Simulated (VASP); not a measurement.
MgO:

```
CELL_PARAMETERS angstrom
2.83379 0.00000 0.00000
-1.41690 2.45414 0.00000
0.00000 0.00000 4.61908
ATOMIC_POSITIONS crystal
Mg 0.00000 0.00000 0.00000
Mg 0.00000 0.00000 0.50000
O 0.33333 0.66667 0.25000
O 0.66667 0.33333 0.75000
```

* Program: VASP 6.6.1
* Task: relaxation of cell and atoms
* Functional: PBE
* Potentials or basis: VASP PAW PBE potentials, release 64 (Mg, O)
* Cutoff: 600 eV
* k mesh: 12 × 12 × 6
* Occupations: fermi-dirac, width 0.02 eV
* Spin: no spin polarisation

At the start: pressure 42.8 GPa; volume 8.03 Å³/atom.

Where does the relaxation end?

Over 8 steps the energy falls by 237.7 meV/atom and the volume is 9.72 Å³/atom (+21.1 %); space group P6_3/mmc (No. 194, to 0.1 Å) before and after.

The path:
```
step  energy change (eV)  largest force (eV/Å)  pressure (GPa)  volume (Å³)
   1              0.0000                0.0000           42.77        32.12
   2             -0.7539                0.0000          -12.43        43.04
   3             -0.9491                0.0000           -0.31        38.99
   4             -0.9490                0.0000           -0.87        39.14
   5             -0.9505                0.0000           -0.32        38.97
   6             -0.9505                0.0000           -0.42        39.00
   7             -0.9507                0.0000            0.09        38.86
   8             -0.9507                0.0000           -0.01        38.89
```

Final structure:
```xyz
4
Lattice="2.9532 0.0000 0.0000 -1.4766 2.5576 0.0000 0.0000 0.0000 5.1484" Properties=species:S:1:pos:R:3 pbc="T T T"
Mg    0.0000    0.0000    0.0000
Mg    0.0000    0.0000    2.5742
O     0.0000    1.7051    1.2871
O     1.4766    0.8525    3.8613
```

Caveat: the volume moved by over 15 % at a fixed basis, so the end points are rough.
